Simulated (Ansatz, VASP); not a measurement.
## Two plane-wave programs on CuAu

```
CELL_PARAMETERS angstrom
2.77172 0.00000 0.00000
0.00000 2.77172 0.00000
0.00000 0.00000 3.63293
ATOMIC_POSITIONS crystal
Cu 0.50000 0.50000 0.50000
Au 0.00000 0.00000 0.00000
```

Change from the starting cell: volume scaled by 0.97, PAW files.

Alike in both runs: task electric field gradients; functional PBE; k mesh 12 × 12 × 9; occupations fermi-dirac, width 0.08 eV; no spin polarisation.

|  | VASP | Ansatz |
| --- | --- | --- |
| version | VASP 6.6.1 | Ansatz 0.2.0 |
| potentials or method | VASP PAW PBE potentials, release 64 (Cu, Au) | PAW with Ansatz's default frozen-core files, scalar-relativistic |
| plane-wave cutoff (eV) | 520 | 420 |
| valence electrons in the cell | 22 | 38 |

```tsv
	VASP	Ansatz	Ansatz less VASP
pressure (GPa)	12.5	12.5	+0.04
traceless stress, the component that is largest in VASP (GPa)	-1.02	-1.06	-0.042
size of Vzz on the site where it differs most (V/Å²)	92.6	66.3	-26.32
```

VASP's potentials hold 22 valence electrons a cell and Ansatz's 38, so a difference there can come from the potentials and not from the codes.

Spin-orbit coupling is off throughout.
